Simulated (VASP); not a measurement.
A run of VASP 6.6.1:

Contents of POSCAR:

```
BaSr3
1.0
    0.0000000000      5.0323655628      5.0323655628
    5.0323655628      0.0000000000      5.0323655628
    5.0323655628      5.0323655628      0.0000000000
Ba Sr
1 3
Direct
    0.0000000000      0.0000000000      0.0000000000
    0.2500000000      0.2500000000      0.2500000000
    0.7500000000      0.7500000000      0.7500000000
    0.5000000000      0.5000000000      0.5000000000
```

INCAR.step1

```
ALGO = Normal ; EDIFF = 1E-4
ENCUT = 520 ; GGA = PE
ISMEAR = -1 ; LASPH = True
LCHARG = False ; LREAL = False
LWAVE = True ; NBANDS = 28
NELM = 100 ; PREC = Accurate
SIGMA = 0.1
```

Contents of INCAR.step2:

```
ALGO = Normal ; EDIFF = 1E-6
ENCUT = 520 ; ISIF = 2
ISMEAR = -1 ; ISTART = 1
LASPH = True ; LCHARG = True
LELF = True ; LMIXTAU = True
LREAL = False ; LVHAR = True
LWAVE = False ; METAGGA = R2SCAN
NBANDS = 28 ; NELM = 100
PREC = Accurate ; SIGMA = 0.1
```

KPOINTS

```
k-points
0
Gamma
  4 4 4
```

Potentials or basis: VASP PAW PBE potentials, release 64 (Ba_sv, Sr_sv).

Command:

```bash
$ cat potpaw_PBE.64/Ba_sv/POTCAR potpaw_PBE.64/Sr_sv/POTCAR > POTCAR
$ cp INCAR.step1 INCAR
$ mpirun -np 1 vasp_std > vasp.out
$ cp INCAR.step2 INCAR
$ mpirun -np 1 vasp_std > vasp.out
```

Hardware: 1 thread of Intel(R) Xeon(R) Platinum 8124M CPU @ 3.00GHz (Skylake/Cascade Lake), with other jobs on the host.

Problem. How long does it take, and how much memory?

Solution. It took 5 min on 1 thread of Intel(R) Xeon(R) Platinum 8124M CPU @ 3.00GHz (Skylake/Cascade Lake), on a shared host, peak memory 0.44 GiB. Counts: k points 8.
